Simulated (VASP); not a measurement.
Wanted: the native input for a VASP 6.6.1 run.

```
Task                   : single point
Functional             : PBEsol
Potentials or basis    : VASP PAW PBE potentials, release 64 (Cr_pv)
Cutoff                 : 500 eV
k mesh                 : 18 × 18 × 18
Occupations            : fermi-dirac, width 0.05 eV
Spin                   : collinear spin, antiferromagnetic start
Starting moments       : [1.5, -1.5] μB
Dipole correction      : no
Further INCAR settings : ALGO = Normal; EDIFF = 1e-06; NBANDS = 23
```

The structure of Cr lies in POSCAR:

```
Cr
1.0
    2.8145335935      0.0000000000      0.0000000000
    0.0000000000      2.8145335935      0.0000000000
    0.0000000000      0.0000000000      2.8145335935
Cr
2
Direct
    0.0000000000      0.0000000000      0.0000000000
    0.5000000000      0.5000000000      0.5000000000
```

One way to write it, as run:

INCAR

```
SYSTEM = Cr
PREC     = Accurate       ! precision mode
ENCUT    = 500            ! plane-wave cutoff, eV
EDIFF    = 1E-6           ! SCF threshold, eV
ISMEAR   = -1             ! smearing method
SIGMA    = 0.05           ! smearing width, eV
LREAL    = .False.        ! projectors in reciprocal space
LASPH    = .True.         ! aspherical terms in the spheres
NELM     = 200            ! most SCF steps
ALGO     = Normal         ! electronic algorithm
ISIF     = 2              ! what is computed and relaxed
LWAVE    = .False.        ! write WAVECAR
LCHARG   = .True.         ! write CHGCAR
ISPIN    = 2              ! spin polarisation
MAGMOM   = 1.5 -1.5       ! initial moments
LORBIT   = 11             ! projections on sites
LMAXMIX  = 4              ! l up to which the mixer works
GGA      = PS             ! functional
LELF     = .True.         ! ELF
LVHAR    = .True.       
NBANDS   = 23             ! bands
GGA_COMPAT= .False.
```

KPOINTS

```
Automatic mesh
0
Gamma
  18 18 18
  0 0 0
```

Potentials or basis: VASP PAW PBE potentials, release 64 (Cr_pv).

Run with:

```sh
$ cat potpaw_PBE.64/Cr_pv/POTCAR > POTCAR
$ mpirun -np 1 vasp_std > vasp.out
```

It gave:

```json
{
 "Pressure": "0.3 GPa",
 "Band gap on the k mesh": "zero (filled and empty bands overlap)",
 "Net moment": "0.00 μB per cell",
 "Site moments": "Cr +0.44, -0.44 μB",
 "Valence electrons inside the program's atomic spheres": "Cr 11.13"
}
```

Caveat: an empty level that is flat over the whole mesh can mark a ghost state of the potentials, or a narrow d or f band; the antiferromagnetic order is the one typed at the start, and another may lie lower; the PAW data sets were made with another functional, which shifts forces and pressure a little.

It took 6.2 min on 1 thread of Oxide Virtual Turin-like Processor, with other jobs on the host, peak memory 0.22 GiB.
